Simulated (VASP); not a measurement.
Input of a VASP 6.6.1 run:

Contents of INCAR:

```
SYSTEM = BAs
  PREC = Accurate
  ENCUT = 520
  EDIFF = 1E-7
  ISMEAR = -1
  SIGMA = 0.04
  LREAL = .False.
  LASPH = .True.
  NELM = 60
  ALGO = Normal
  ISIF = 2
  LWAVE = .False.
  LCHARG = .False.
  GGA = PE
  NBANDS = 11
```

File KPOINTS:

```
Automatic mesh
0
Gamma
  4 4 4
  0 0 0
```

POSCAR

```
BAs
1.0
    0.0000000000      2.3885000000      2.3885000000
    2.3885000000      0.0000000000      2.3885000000
    2.3885000000      2.3885000000      0.0000000000
As B
1 1
Direct
    0.7500000000      0.7500000000      0.7500000000
    0.0000000000      0.0000000000      0.0000000000
```

Potentials or basis: VASP PAW PBE potentials, release 64 (As, B).

Launch:

```console
$ cat potpaw_PBE.64/As/POTCAR potpaw_PBE.64/B/POTCAR > POTCAR
$ mpirun -np 1 vasp_std > vasp.out
```

Task: Predict the band gap on the k mesh.

Result: 1.41 eV, indirect (least direct gap 3.26 eV).

Task: Predict the pressure.

Result: 4.0 GPa.

Caveat: the k points lie up to 0.57 Å⁻¹ apart. A hybrid or GW would open this gap; PBE tends to underestimate it.
